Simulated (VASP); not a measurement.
Set up this calculation in VASP 6.6.1, as the native input.

| Item | Value |
| --- | --- |
| Task | single point |
| Functional | PBE |
| Potentials or basis | VASP PAW PBE potentials, release 64 (Cu, Ir, C, N) |
| Cutoff | 520 eV |
| k mesh | 4 × 4 × 4 |
| Occupations | gaussian, width 0.1 eV |
| Spin | collinear spin, ferromagnetic start |
| Starting moments | [1.0, 1.0, 0.0, 0.0, 0.0, 0.0, 0.0, 0.0, 0.0, 0.0, 0.0, 0.0, 0.0, 0.0] μB |
| Dipole correction | no |
| Further INCAR settings | ALGO = Normal; EDIFF = 1e-06; NBANDS = 54 |

The structure of CuIrC6N6 lies in POSCAR:

```
CuIrC6N6
1.0
    0.0000000000      5.0945000000      5.0945000000
    5.0945000000      0.0000000000      5.0945000000
    5.0945000000      5.0945000000      0.0000000000
Cu Ir C N
1 1 6 6
Direct
    0.0000000000      0.0000000000      0.0000000000
    0.5000000000      0.5000000000      0.5000000000
    0.8118559200      0.1881440800      0.1881440800
    0.1881440800      0.8118559200      0.1881440800
    0.1881440800      0.1881440800      0.8118559200
    0.1881440800      0.8118559200      0.8118559200
    0.8118559200      0.1881440800      0.8118559200
    0.8118559200      0.8118559200      0.1881440800
    0.6970262000      0.3029738000      0.3029738000
    0.3029738000      0.6970262000      0.3029738000
    0.3029738000      0.3029738000      0.6970262000
    0.3029738000      0.6970262000      0.6970262000
    0.6970262000      0.3029738000      0.6970262000
    0.6970262000      0.6970262000      0.3029738000
```

These files were run (other wordings do the same):

INCAR

```
SYSTEM = CuIrC6N6
ALGO = Normal ; EDIFF = 1E-6
ENCUT = 520 ; GGA = PE
ISIF = 2 ; ISMEAR = 0
ISPIN = 2 ; LASPH = .TRUE.
LCHARG = .TRUE. ; LELF = .TRUE.
LMAXMIX = 4 ; LORBIT = 11
LREAL = .FALSE. ; LVHAR = .TRUE.
LWAVE = .FALSE. ; MAGMOM = 1 1 0 0 0 0 0 0 0 0 0 0 0 0
NBANDS = 54 ; NELM = 150
PREC = Accurate ; SIGMA = 0.1
```

KPOINTS

```
k-points
0
G
  4 4 4
  0 0 0
```

Potentials or basis: VASP PAW PBE potentials, release 64 (Cu, Ir, C, N).

Command:

```sh
$ cat potpaw_PBE.64/Cu/POTCAR potpaw_PBE.64/Ir/POTCAR potpaw_PBE.64/C/POTCAR potpaw_PBE.64/N/POTCAR > POTCAR
$ mpirun -np 1 vasp_std > vasp.out
```

It gave:

```yaml
Pressure: 2.7 GPa
Largest_force: 2.049 eV/Å
Band_gap_on_the_k_mesh: 0.67 eV, indirect (least direct gap 0.76 eV)
Net_moment: 2.00 μB per cell
Site_moments: Cu +0.78; Ir +0.04; C +0.15; N -0.01 μB
Valence_electrons_inside_the_program's_atomic_spheres: Cu 10.39; Ir 8.50; C 2.58; N 3.90
```

Caveat: spin-orbit coupling is left out, which moves the levels of the heavy elements; a cell with one magnetic atom can't hold antiferromagnetic order, which such compounds often take; forces of over 1 eV/Å act on the atoms, so gaps and moduli don't describe the material at rest.

Wall time 9.3 min on 1 thread of Oxide Virtual Turin-like Processor, on a shared host, peak memory 0.57 GiB.
